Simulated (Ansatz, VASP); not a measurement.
## One calculation of SnSe2, two programs

```
Sn Se
1.0
     4.07501    0.00000    0.00000
    -2.03751    3.52907    0.00000
     0.00000    0.00000    6.98802
Sn Se
1 2
Cartesian
  0.0000 0.0000 0.0000
  0.0000 2.3527 1.5943
  2.0375 1.1764 5.3937
```

Change from the starting cell: strain +0.0525 x Voigt [1, 1, 0, 0, 0, 0], atoms carried along.

Alike in both runs: task single point; functional PBE; k mesh 12 × 12 × 4; occupations gaussian, width 0.05 eV; no spin polarisation.

|  | VASP | Ansatz |
| --- | --- | --- |
| version | VASP 6.6.1 | Ansatz 0.2.0 |
| potentials or method | VASP PAW PBE potentials, release 64 (Sn_d, Se), cutoff 520 eV | scalar-relativistic, plane waves, PAW |
| valence electrons in the cell | 26 | 46 |

|  | VASP | Ansatz | Ansatz less VASP |
| --- | --- | --- | --- |
| gap on the k mesh at the Fermi level (eV) | 0.67 | 0.67 | +0.006 |
| least direct gap on the mesh (eV) | 0.76 | 0.77 | +0.007 |
| pressure (GPa) | -4.2 | -4.2 | -0.02 |
| traceless stress, the component that is largest in VASP (GPa) | 1.76 | 1.76 | +0.002 |
| rms of the force components (eV/Å) | 0.211 | 0.214 | +0.0036 |

Atom by atom the forces differ by 0.004 eV/Å (rms over components). VASP's potentials hold 26 valence electrons a cell and Ansatz's 46, so a difference there can come from the potentials and not from the codes.
